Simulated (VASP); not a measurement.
Crystal: Ge3Cl.

```xyz
4
Lattice="0.0000 3.7761 3.7761 3.7761 0.0000 3.7761 3.7761 3.7761 0.0000" Properties=species:S:1:pos:R:3 pbc="T T T"
Ge    3.7761    3.7761    3.7761
Ge    1.8881    1.8881    1.8881
Ge    5.6642    5.6642    5.6642
Cl    0.0000    0.0000    0.0000
```

| Quantity | Value |
| --- | --- |
| Program | VASP 6.6.1 |
| Task | relaxation of cell and atoms |
| Functional | PBE |
| Potentials or basis | VASP PAW PBE potentials, release 64 (Ge_d, Cl) |
| Cutoff | 600 eV |
| k mesh | 4 × 4 × 4 |
| Occupations | gaussian, width 0.1 eV |
| Spin | no spin polarisation |

At the start: pressure -8.0 GPa; volume 26.92 Å³/atom.

**Question.** Where does the relaxation end?

**Answer.** Over 4 steps the energy falls by 203.5 meV/atom and the volume is 20.21 Å³/atom (-24.9 %); space group Fm-3m (No. 225, to 0.05 Å).

Step by step:
| step | energy change (eV) | largest force (eV/Å) | pressure (GPa) | volume (Å³) |
| --- | --- | --- | --- | --- |
| 1 | 0.0000 | 0.0000 | -7.96 | 107.69 |
| 2 | -0.7396 | 0.0000 | -3.21 | 88.16 |
| 3 | -0.8089 | 0.0000 | -0.84 | 82.60 |
| 4 | -0.8140 | 0.0000 | -0.10 | 80.84 |

Final structure:
```cif
data_structure
_symmetry_space_group_name_H-M 'P 1'
_symmetry_Int_Tables_number 1
_cell_length_a 4.8533
_cell_length_b 4.8533
_cell_length_c 4.8533
_cell_angle_alpha 60.000
_cell_angle_beta 60.000
_cell_angle_gamma 60.000
_cell_volume 80.84
loop_
_atom_site_label
_atom_site_type_symbol
_atom_site_fract_x
_atom_site_fract_y
_atom_site_fract_z
_atom_site_occupancy
Ge1 Ge 0.50000 0.50000 0.50000 1
Ge2 Ge 0.25000 0.25000 0.25000 1
Ge3 Ge 0.75000 0.75000 0.75000 1
Cl1 Cl 0.00000 0.00000 0.00000 1
```

Caveat: the k points lie up to 0.40 Å⁻¹ apart in the final cell; the volume moved by over 15 % at a fixed basis, so the end points are rough; an odd number of electrons without spin polarisation forces a metal; a magnetic or distorted state may lie lower.
